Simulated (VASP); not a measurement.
# NaCl (Fm-3m) in VASP: notebook

NaCl is run at these levels: PBE; tasks: single point.

All numbers are computed with VASP 6.6.1; they aren't measurements. Logs are shortened: lines on timing, memory, paths and dates and some standing lists are left out, and cuts for length are marked.

## Step 1: The cell of the first run

It takes space group Fm-3m (No. 225, cubic). The conventional cell has a = 5.605 Å, b = 5.605 Å, c = 5.605 Å, α = 90.00°, β = 90.00°, γ = 90.00°. Within 3.7 Å of Na (site symmetry m-3m) lie 6 Cl at 2.80 Å. Within 3.7 Å of Cl (site symmetry m-3m) lie 6 Na at 2.80 Å.

## Step 2: Single point, PBE

The input, INCAR:

```
PREC = Accurate ; ENCUT = 500
EDIFF = 1E-6 ; ISMEAR = 0
SIGMA = 0.01 ; LREAL = False
LASPH = True ; NELM = 120
ALGO = Normal ; ISIF = 2
LWAVE = False ; LCHARG = False
GGA = PE ; NBANDS = 14
GGA_COMPAT = False
```

The input, KPOINTS:

```
regular mesh
0
Gamma
  4 4 4
```

The input, POSCAR:

```
NaCl
1.0
    0.0000000000      2.8027319616      2.8027319616
    2.8027319616      0.0000000000      2.8027319616
    2.8027319616      2.8027319616      0.0000000000
Na Cl
1 1
Direct
    0.0000000000      0.0000000000      0.0000000000
    0.5000000000      0.5000000000      0.5000000000
```

Potentials or basis: VASP PAW PBE potentials, release 64 (Na_pv, Cl).

Launch:

```sh
> cat potpaw_PBE.64/Na_pv/POTCAR potpaw_PBE.64/Cl/POTCAR > POTCAR
> mpirun -np 1 vasp_std > vasp.out
```

OUTCAR:

```text
PREC = Accurate
   ENCUT = 500
   EDIFF = 1E-6
   ISMEAR = 0
   LREAL = False
   LASPH = True
   NELM = 120
   ISIF = 2
   GGA = PE

 ion  position               nearest neighbor table
   1  0.000  0.000  0.000-
   2  0.500  0.500  0.500-

  LATTYP: Found a face centered cubic cell.
 ALAT       =     5.6054639232

  Lattice vectors:

 A1 = (   0.0000000000,   2.8027319616,   2.8027319616)
 A2 = (   2.8027319616,   0.0000000000,   2.8027319616)
 A3 = (   2.8027319616,   2.8027319616,   0.0000000000)

Analysis of symmetry for initial positions (statically):
=====================================================================
 Subroutine PRICEL returns:
 Original cell was already a primitive cell.

 Routine SETGRP: Setting up the symmetry group for a
 face centered cubic supercell.

 Subroutine GETGRP returns: Found 48 space group operations
 (whereof 48 operations were pure point group operations)
 out of a pool of 48 trial point group operations.

The static configuration has the point symmetry O_h .

Analysis of symmetry for dynamics (positions and initial velocities):
=====================================================================
 Subroutine PRICEL returns:
 Original cell was already a primitive cell.

 Routine SETGRP: Setting up the symmetry group for a
 face centered cubic supercell.

 Subroutine GETGRP returns: Found 48 space group operations
 (whereof 48 operations were pure point group operations)
 out of a pool of 48 trial point group operations.

The dynamic configuration has the point symmetry O_h .

 Subroutine INISYM returns: Found 48 space group operations
 (whereof 48 operations are pure point group operations),
 and found     1 'primitive' translations

----------------------------------------------------------------------------------------

                                     Primitive cell

  volume of cell :      44.0326

  direct lattice vectors                    reciprocal lattice vectors
     0.000000000  2.802731962  2.802731962    -0.178397366  0.178397366  0.178397366
     2.802731962  0.000000000  2.802731962     0.178397366 -0.178397366  0.178397366
     2.802731962  2.802731962  0.000000000     0.178397366  0.178397366 -0.178397366

  length of vectors
     3.963661552  3.963661552  3.963661552     0.308993302  0.308993302  0.308993302

  position of ions in fractional coordinates (direct lattice)
     0.000000000  0.000000000  0.000000000
     0.500000000  0.500000000  0.500000000

  ion indices of the primitive-cell ions
   primitive index   ion index
                 1           1
                 2           2

----------------------------------------------------------------------------------------

 KPOINTS: regular mesh

Automatic generation of k-mesh.
 Grid dimensions read from file:
 generate k-points for:    4    4    4

 Generating k-lattice:

  Cartesian coordinates                     Fractional coordinates (reciprocal lattice)
    -0.044599342  0.044599342  0.044599342     0.250000000  0.000000000  0.000000000
     0.044599342 -0.044599342  0.044599342     0.000000000  0.250000000  0.000000000
     0.044599342  0.044599342 -0.044599342     0.000000000  0.000000000  0.250000000

  Length of vectors
     0.077248326  0.077248326  0.077248326

  Shift w.r.t. Gamma in fractional coordinates (k-lattice)
     0.000000000  0.000000000  0.000000000

 Subroutine IBZKPT returns following result:
 ===========================================

 Found      8 irreducible k-points:

 Following reciprocal coordinates:
            Coordinates               Weight
  0.000000  0.000000  0.000000      1.000000
  0.250000  0.000000  0.000000      8.000000
  0.500000  0.000000  0.000000      4.000000
  0.250000  0.250000  0.000000      6.000000
  0.500000  0.250000  0.000000     24.000000
 -0.250000  0.250000  0.000000     12.000000
  0.500000  0.500000  0.000000      3.000000
 -0.250000  0.500000  0.250000      6.000000
   k-points           NKPTS =      8   k-points in BZ     NKDIM =      8   number of bands    NBANDS=     14
   number of dos      NEDOS =    301   number of ions     NIONS =      2
   total plane-waves  NPLWV =  27000
   dimension x,y,z NGX =    30 NGY =   30 NGZ =   30
   dimension x,y,z NGXF=    60 NGYF=   60 NGZF=   60
   ions per type =               1   1
   NGX,Y,Z   is equivalent  to a cutoff of  12.58, 12.58, 12.58 a.u.
   NGXF,Y,Z  is equivalent  to a cutoff of  25.17, 25.17, 25.17 a.u.
 SYSTEM =  unknown system
   PREC   = accura    normal or accurate (medium, high low for compatibility)
   ISTART =      0    job   : 0-new  1-cont  2-samecut
   ICHARG =      2    charge: 1-file 2-atom 10-const
   ISPIN  =      1    spin polarized calculation?
   LNONCOLLINEAR =      F non collinear calculations
   LSORBIT =      F    spin-orbit coupling
   LASPH  =      T    aspherical Exc in radial PAW
   ENCUT  =  500.0 eV  36.75 Ry    6.06 a.u.   7.23  7.23  7.23*2*pi/ulx,y,z
   NELM   =    120;   NELMIN=  2; NELMDL= -5     # of ELM steps
   EDIFF  = 0.1E-05   stopping-criterion for ELM
   LREAL  =      F    real-space projection
   EDIFFG = 0.1E-04   stopping-criterion for IOM
   NSW    =      0    number of steps for IOM
   IBRION =     -1    ionic relax: 0-MD 1-quasi-New 2-CG
   NFREE  =      0    steps in history (QN), initial steepest desc. (CG)
   ISIF   =      2    stress and relaxation
   ISYM   =      2    0-nonsym 1-usesym 2-fastsym
   POTIM  = 0.5000    time-step for ionic-motion
   TEBEG  =    0.0;   TEEND  =   0.0 temperature during run
   PSTRESS=    0.0 pullay stress
   NELECT =      14.0000    total number of electrons
   NUPDOWN=      -1.0000    fix difference up-down
   EMIN   =  10.00;   EMAX   =-10.00  energy-range for DOS
   EFERMI =   0.00;   METHOD = LEGACY
   ISMEAR =     0;   SIGMA  =   0.01  broadening in eV -4-tet -1-fermi 0-gaus
   EFERMI_NEDOS =   21; number of points for ismear=-14 and -15
   IALGO  =     38    algorithm
   IMIX   =      4    mixing-type and parameters
     AMIX     =   0.40;   BMIX     =  1.00
     AMIX_MAG =   1.60;   BMIX_MAG =  1.00
  volume/ion in A,a.u.               =      22.02       148.57
  Fermi-wavevector in a.u.,A,eV,Ry     =   1.117359  2.111502 16.986744  1.248490
  Thomas-Fermi vector in A             =   2.253981
   LORBIT       =      0    0 simple, 1 ext, 2 COOP (PROOUT), +10 PAW based schemes
   GGA     = PE    functional components
   LHFCALC =     F    Hartree Fock is set to
   AEXX    =    0.0000 exact exchange contribution
   IVDW    =     0    specifies the selected vdW correction
   LEPSILON=     F    determine dielectric tensor
   LRPA    =     F    only Hartree local field effects (RPA)
 non-spin polarized calculation
 Gauss-broadening in eV      SIGMA  =   0.01
  energy-cutoff  :      500.00
  volume of cell :       44.03
 maximum number of plane-waves:      1139
 NGX is ok and might be reduce to    30
   NGX = 15   NGY = 15   NGZ = 15

 number of electron      14.0000003 magnetization

 Free energy of the ion-electron system (eV)
  ---------------------------------------------------
  ext. energy  EPLUGINS =         0.00000000
  ---------------------------------------------------
  free energy    TOTEN  =        -6.76739348 eV

  energy without entropy =       -6.76739348  energy(sigma->0) =       -6.76739348

 E-fermi :  -0.5554     XC(G=0):  -8.2445

 val. band max:       -0.6213316441   @ k =   0.0000   0.0000   0.0000
 cond. band min:       4.5563397293   @ k =   0.0000   0.0000   0.0000
 fundamental gap:      5.1776713734
 Fermi energy:        -0.5553959621

 k-point     1 :       0.0000    0.0000    0.0000
  band No.  band energies     occupation
      1     -21.4085      2.00000
      2     -21.4085      2.00000
      3     -21.4085      2.00000
      4     -13.3223      2.00000
      5      -0.6213      2.00000
      6      -0.6213      2.00000
      7      -0.6213      2.00000
      8       4.5563      0.00000
      9      10.5162      0.00000
     10      10.5162      0.00000
     11      10.5162      0.00000
     12      12.7011      0.00000
     13      12.7011      0.00000
     14      14.3391      0.00000

 k-point     2 :       0.2500    0.0000    0.0000
  band No.  band energies     occupation
      1     -21.4246      2.00000
      2     -21.4097      2.00000
      3     -21.4097      2.00000
      4     -13.1496      2.00000
      5      -1.7488      2.00000
      6      -0.7625      2.00000
      7      -0.7625      2.00000
      8       6.0373      0.00000
      9       9.4374      0.00000
     10      10.8132      0.00000
     11      10.8132      0.00000
     12      12.6680      0.00000
     13      12.6680      0.00000
     14      15.1412      0.00000

 k-point     3 :       0.5000    0.0000    0.0000
  band No.  band energies     occupation
      1     -21.4403      2.00000
      2     -21.4108      2.00000
      3     -21.4108      2.00000
      4     -12.9661      2.00000
      5      -2.6011      2.00000
      6      -0.8951      2.00000
      7      -0.8951      2.00000
      8       6.6837      0.00000
      9      10.1540      0.00000
     10      10.3948      0.00000
     11      10.3948      0.00000
     12      14.4862      0.00000
     13      15.6239      0.00000
     14      15.6239      0.00000

 k-point     4 :       0.2500    0.2500    0.0000
  band No.  band energies     occupation
      1     -21.4219      2.00000
      2     -21.4129      2.00000
      3     -21.4129      2.00000
      4     -13.1083      2.00000
      5      -1.7161      2.00000
      6      -0.9477      2.00000
      7      -0.9477      2.00000
      8       6.5484      0.00000
      9       8.5014      0.00000
     10      10.2953      0.00000
     11      11.9000      0.00000
     12      11.9000      0.00000
     13      13.5230      0.00000
     14      18.2209      0.00000

 k-point     5 :       0.5000    0.2500    0.0000
  band No.  band energies     occupation
      1     -21.4317      2.00000
      2     -21.4177      2.00000
      3     -21.4141      2.00000
      4     -12.9428      2.00000
      5      -2.2361      2.00000
      6      -1.4100      2.00000
      7      -1.0717      2.00000
      8       7.5971      0.00000
      9       8.7146      0.00000
     10       9.6012      0.00000
     11      11.6727      0.00000
     12      13.5405      0.00000
     13      15.7083      0.00000
     14      16.5639      0.00000

 k-point     6 :      -0.2500    0.2500    0.0000
  band No.  band energies     occupation
      1     -21.4306      2.00000
      2     -21.4183      2.00000
      3     -21.4109      2.00000
      4     -12.9863      2.00000
      5      -2.1164      2.00000
      6      -1.4350      2.00000
      7      -0.8970      2.00000
      8       7.6710      0.00000
      9       9.1154      0.00000
     10       9.4255      0.00000
     11      11.2809      0.00000
     12      12.6364      0.00000
     13      15.3048      0.00000
     14      16.1052      0.00000

 k-point     7 :       0.5000    0.5000    0.0000
  band No.  band energies     occupation
      1     -21.4303      2.00000
      2     -21.4173      2.00000
      3     -21.4173      2.00000
      4     -12.9177      2.00000
      5      -2.3284      2.00000
      6      -1.2346      2.00000
      7      -1.2346      2.00000
      8       6.9665      0.00000
      9       7.4411      0.00000
     10      10.8298      0.00000
     11      14.3202      0.00000
     12      14.3202      0.00000
     13      14.7243      0.00000
     14      16.4869      0.00000

 k-point     8 :      -0.2500    0.5000    0.2500
  band No.  band energies     occupation
      1     -21.4238      2.00000
      2     -21.4238      2.00000
      3     -21.4196      2.00000
      4     -12.8993      2.00000
      5      -1.8426      2.00000
      6      -1.8426      2.00000
      7      -1.3981      2.00000
      8       8.2807      0.00000
      9       9.1305      0.00000
     10       9.1305      0.00000
     11      10.8289      0.00000
     12      15.2296      0.00000
     13      15.2296      0.00000
     14      15.7938      0.00000

------------------------ aborting loop because EDIFF is reached ----------------------------------------

  FORCE on cell =-STRESS in cart. coord.  units (eV):
  Direction    XX          YY          ZZ          XY          YZ          ZX
  --------------------------------------------------------------------------------------
  -------------------------------------------------------------------------------------
  Total        0.3406241      0.3406241      0.3406241      0.0000000      0.0000000      0.0000000
  in kB       12.3939919     12.3939919     12.3939919      0.0000000      0.0000000      0.0000000
  external PRESSURE =      12.3939919 kB  Pullay stress =       0.0000000 kB

 VOLUME and BASIS-vectors are now :
 -----------------------------------------------------------------------------
  energy-cutoff  :      500.00
  volume of cell :       44.03
      direct lattice vectors                 reciprocal lattice vectors
     0.000000000  2.802731962  2.802731962    -0.178397366  0.178397366  0.178397366
     2.802731962  0.000000000  2.802731962     0.178397366 -0.178397366  0.178397366
     2.802731962  2.802731962  0.000000000     0.178397366  0.178397366 -0.178397366

 POSITION                                       TOTAL-FORCE (eV/Angst)
 -----------------------------------------------------------------------------------
      0.00000      0.00000      0.00000         0.000000      0.000000      0.000000
      2.80273      2.80273      2.80273        -0.000000     -0.000000     -0.000000
 -----------------------------------------------------------------------------------
    total drift:                               -0.000000      0.000000      0.000000

  FREE ENERGIE OF THE ION-ELECTRON SYSTEM (eV)
  ---------------------------------------------------
  free  energy   TOTEN  =        -6.7673934797 eV

  energy  without entropy=       -6.7673934797  energy(sigma->0) =       -6.76739348
```

Run time: 9.8 s. Hardware: 1 thread of Intel Xeon 8259CL, shared host; peak memory 0.15 GiB.

What came out:

| Property | Result |
| --- | --- |
| Free energy | -6.7674 eV |
| Pressure | 1.2 GPa |
| Band gap on the k mesh | 5.18 eV, direct |

Caveat: the k points lie up to 0.49 Å⁻¹ apart.

[end of part 1 of 2]
